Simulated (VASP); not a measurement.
# LiH (Fm-3m) in VASP: vibrations by perturbation theory with PBE

Aim: the vibrations by perturbation theory of LiH with PBE.

All numbers are computed with VASP 6.6.1; they aren't measurements. Logs are shortened: lines on timing, memory, paths and dates and some standing lists are left out, and cuts for length are marked.

### 1 The cell of the first run

Symmetry: Fm-3m, No. 225, cubic system. The conventional cell has a = 4.007 Å, b = 4.007 Å, c = 4.007 Å, α = 90.00°, β = 90.00°, γ = 90.00°. Li (site symmetry m-3m) has 6 H at 2.00 Å within 2.7 Å. H (site symmetry m-3m) has 6 Li at 2.00 Å within 2.7 Å.

### 2 Vibrations by perturbation theory, PBE

The input, INCAR:

```
SYSTEM = LiH
ALGO = Normal ; EDIFF = 1E-8
ENCUT = 750 ; GGA = PE
GGA_COMPAT = .FALSE. ; IBRION = 8
ISIF = 2 ; ISMEAR = 0
LASPH = .TRUE. ; LCHARG = .TRUE.
LEPSILON = .TRUE. ; LREAL = .FALSE.
LWAVE = .FALSE. ; NELM = 120
NSW = 1 ; PREC = Accurate
SIGMA = 0.01
```

The input, KPOINTS:

```
k-points
0
G
  10 10 10
  0 0 0
```

The input, POSCAR:

```
LiH
1.0
    0.0000000000      2.0035500260      2.0035500260
    2.0035500260      0.0000000000      2.0035500260
    2.0035500260      2.0035500260      0.0000000000
Li H
1 1
Direct
    0.0000000000      0.0000000000      0.0000000000
    0.5000000000      0.5000000000      0.5000000000
```

Potentials or basis: VASP PAW PBE potentials, release 64 (Li_sv, H).

Command:

```
$ cat potpaw_PBE.64/Li_sv/POTCAR potpaw_PBE.64/H/POTCAR > POTCAR
$ mpirun -np 1 vasp_std > vasp.out
```

OUTCAR:

```text
SYSTEM = LiH
   EDIFF = 1E-8
   ENCUT = 750
   GGA = PE
   IBRION = 8
   ISIF = 2
   ISMEAR = 0
   LASPH = .TRUE.
   LEPSILON = .TRUE.
   LREAL = .FALSE.
   NELM = 120
   NSW = 1
   PREC = Accurate

 ion  position               nearest neighbor table
   1  0.000  0.000  0.000-
   2  0.500  0.500  0.500-

  LATTYP: Found a face centered cubic cell.
 ALAT       =     4.0071000520

  Lattice vectors:

 A1 = (   0.0000000000,   2.0035500260,   2.0035500260)
 A2 = (   2.0035500260,   0.0000000000,   2.0035500260)
 A3 = (   2.0035500260,   2.0035500260,   0.0000000000)

Analysis of symmetry for initial positions (statically):
=====================================================================
 Subroutine PRICEL returns:
 Original cell was already a primitive cell.

 Routine SETGRP: Setting up the symmetry group for a
 face centered cubic supercell.

 Subroutine GETGRP returns: Found 48 space group operations
 (whereof 48 operations were pure point group operations)
 out of a pool of 48 trial point group operations.

The static configuration has the point symmetry O_h .

Analysis of symmetry for dynamics (positions and initial velocities):
=====================================================================
 Subroutine PRICEL returns:
 Original cell was already a primitive cell.

 Routine SETGRP: Setting up the symmetry group for a
 face centered cubic supercell.

 Subroutine GETGRP returns: Found 48 space group operations
 (whereof 48 operations were pure point group operations)
 out of a pool of 48 trial point group operations.

The dynamic configuration has the point symmetry O_h .

 Subroutine INISYM returns: Found 48 space group operations
 (whereof 48 operations are pure point group operations),
[... 446 lines left out ...]

 INTERNAL STRAIN TENSOR  FOR ION    2  DIRECTION 1   (eV/Angst):
 -----------------------------------------------------------------------------
     0.00112  0.00000  0.00000
    -0.00000 -0.00373  0.00000
     0.00000  0.00000 -0.00373

 MACROSCOPIC STATIC DIELECTRIC TENSOR (including local field effects in DFT)
 ------------------------------------------------------
           4.414795    -0.000000     0.000000
          -0.000000     4.414795    -0.000000
           0.000000    -0.000000     4.414795
 ------------------------------------------------------

 PIEZOELECTRIC TENSOR (including local field effects)  for field in x, y, z        (e  Angst)
          XX          YY          ZZ          XY          YZ          ZX
  --------------------------------------------------------------------------------
  x     0.00000     0.00000     0.00000     0.00000     0.00000     0.00000
  y     0.00000     0.00000     0.00000     0.00000     0.00000     0.00000
  z     0.00000     0.00000     0.00000     0.00000     0.00000     0.00000

 PIEZOELECTRIC TENSOR (including local field effects)  for field in x, y, z        (C/m^2)
          XX          YY          ZZ          XY          YZ          ZX
  --------------------------------------------------------------------------------
  x     0.00000     0.00000     0.00000     0.00000     0.00000     0.00000
  y     0.00000     0.00000     0.00000     0.00000     0.00000     0.00000
  z     0.00000     0.00000     0.00000     0.00000     0.00000     0.00000

 BORN EFFECTIVE CHARGES (including local field effects) (in |e|, cummulative output)
 ---------------------------------------------------------------------------------
 ion    1
    1     1.02198    -0.00000     0.00000
    2    -0.00000     1.02198    -0.00000
    3    -0.00000    -0.00000     1.02198
 ion    2
    1    -1.02198     0.00000    -0.00000
    2     0.00000    -1.02198     0.00000
    3     0.00000     0.00000    -1.02198

 INTERNAL STRAIN TENSOR FOR ION    2 for displacements in x,y,z  (eV/Angst):
          X           Y           Z          XY          YZ          ZX
  --------------------------------------------------------------------------------
  x     0.00000     0.00000     0.00000     0.00000     0.00000     0.00000
  y     0.00000     0.00000     0.00000     0.00000     0.00000     0.00000
  z     0.00000     0.00000     0.00000     0.00000     0.00000     0.00000

 SECOND DERIVATIVES (NOT SYMMETRIZED)
 ------------------------------------
               1X          1Y          1Z          2X          2Y          2Z
  1X    -1.109185    0.000000    0.000000    1.109185    0.000000    0.000000
  1Y     0.000000   -1.109185    0.000000    0.000000    1.109185    0.000000
  1Z     0.000000    0.000000   -1.109185    0.000000    0.000000    1.109185
  2X     1.102643    0.000000    0.000000   -1.102643    0.000000    0.000000
  2Y     0.000000    1.102643    0.000000    0.000000   -1.102643    0.000000
  2Z     0.000000    0.000000    1.102643    0.000000    0.000000   -1.102643

 Eigenvectors and eigenvalues of the dynamical matrix
 ----------------------------------------------------

   1 f  =   17.554420 THz   110.297675 2PiTHz  585.552428 cm-1    72.599216 meV
             X         Y         Z           dx          dy          dz
      0.000000  0.000000  0.000000    -0.311991   -0.167792    0.000000
      2.003550  2.003550  2.003550     0.823597    0.442940    0.000000
[... 21 lines left out ...]
   6 f/i=    0.017198 THz     0.108058 2PiTHz    0.573664 cm-1     0.071125 meV
             X         Y         Z           dx          dy          dz
      0.000000  0.000000  0.000000    -0.105211   -0.325159   -0.870465
      2.003550  2.003550  2.003550    -0.039855   -0.123175   -0.329745

--------------------------------------------------------------------------------------------------------

 MACROSCOPIC STATIC DIELECTRIC TENSOR IONIC CONTRIBUTION
 ------------------------------------------------------
          10.624133    -0.000000    -0.000000
          -0.000000    10.624133    -0.000000
          -0.000000    -0.000000    10.624133
 ------------------------------------------------------

 ELASTIC MODULI CONTR FROM IONIC RELAXATION (kBar)
 Direction    XX          YY          ZZ          XY          YZ          ZX
 --------------------------------------------------------------------------------
 XX           0.0000      0.0000      0.0000      0.0000      0.0000      0.0000
 YY           0.0000      0.0000      0.0000      0.0000      0.0000      0.0000
 ZZ           0.0000      0.0000      0.0000      0.0000      0.0000      0.0000
 XY           0.0000      0.0000      0.0000      0.0000      0.0000      0.0000
 YZ           0.0000      0.0000      0.0000      0.0000      0.0000      0.0000
 ZX           0.0000      0.0000      0.0000      0.0000      0.0000      0.0000
 --------------------------------------------------------------------------------

 PIEZOELECTRIC TENSOR IONIC CONTR  for field in x, y, z        (C/m^2)
          XX          YY          ZZ          XY          YZ          ZX
  --------------------------------------------------------------------------------
  x     0.00000     0.00000     0.00000     0.00000     0.00000     0.00000
  y     0.00000     0.00000     0.00000     0.00000     0.00000     0.00000
  z     0.00000     0.00000     0.00000     0.00000     0.00000     0.00000
```

It took 6.1 min on 1 thread of Intel Xeon 8259CL, shared host; peak memory 0.2 GiB.

What came out:

| Quantity | Value |
| --- | --- |
| Electronic dielectric tensor (diagonal) | 4.41 |
| Born charges (mean of the diagonal) | Li +1.02; H -1.02 e |
| Highest phonon frequency at Γ | 586 cm⁻¹ |

Phonon frequencies in cm⁻¹ (negative: imaginary):
| q point | frequencies |
| --- | --- |
| (0.000, 0.000, 0.000) | -1 -1 -1 586 586 586 |

Electronic dielectric tensor:
```
4.41 0.00 0.00
0.00 4.41 0.00
0.00 0.00 4.41
```

Born effective charge tensors (e):
atom 1, Li
```
1.02 0.00 0.00
0.00 1.02 0.00
0.00 0.00 1.02
```
atom 2, H
```
-1.02  0.00  0.00
 0.00 -1.02  0.00
 0.00  0.00 -1.02
```
